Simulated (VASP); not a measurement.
Write the native input for VASP 6.6.1 that does the following.

```
Task                   : single point
Functional             : PBE
Potentials or basis    : VASP PAW PBE potentials, release 64 (Ca_sv, B)
Cutoff                 : 520 eV
k mesh                 : 6 × 6 × 6
Occupations            : gaussian, width 0.1 eV
Spin                   : no spin polarisation
Dipole correction      : no
Further INCAR settings : ALGO = Normal; EDIFF = 1e-06; NBANDS = 25
```

The structure of CaB2 lies in POSCAR:

```
CaB2
1.0
    1.6116125163     -8.4812674981      0.0000000000
    1.6116125163      8.4812674981      0.0000000000
    0.0000000000      0.0000000000      3.0544364268
Ca B
2 4
Direct
    0.8874278682      0.1125721318      0.7500000000
    0.1125721318      0.8874278682      0.2500000000
    0.5100580352      0.4899419648      0.7500000000
    0.4899419648      0.5100580352      0.2500000000
    0.2503987659      0.7496012341      0.7500000000
    0.7496012341      0.2503987659      0.2500000000
```

One way to write it, as run:

INCAR

```
  PREC = Accurate
  ENCUT = 520
  EDIFF = 1E-6
  ISMEAR = 0
  SIGMA = 0.1
  LREAL = F
  LASPH = T
  NELM = 80
  ALGO = Normal
  ISIF = 2
  LWAVE = F
  LCHARG = F
  GGA = PE
  NBANDS = 25
```

KPOINTS

```
Automatic mesh
0
Gamma
  6 6 6
```

Potentials or basis: VASP PAW PBE potentials, release 64 (Ca_sv, B).

The run is started by

```bash
$ cat potpaw_PBE.64/Ca_sv/POTCAR potpaw_PBE.64/B/POTCAR > POTCAR
$ mpirun -np 1 vasp_std > vasp.out
```

It gave:

The pressure is 0.2 GPa, the largest force is 0.010 eV/Å and the band gap on the k mesh is zero (band 16 reaches 5.14 eV, above the bottom of band 17 at 3.03 eV).

Run time: 81 s on 1 thread of Intel(R) Xeon(R) 6975P-C (Granite Rapids) (shared host), peak memory 0.34 GiB.
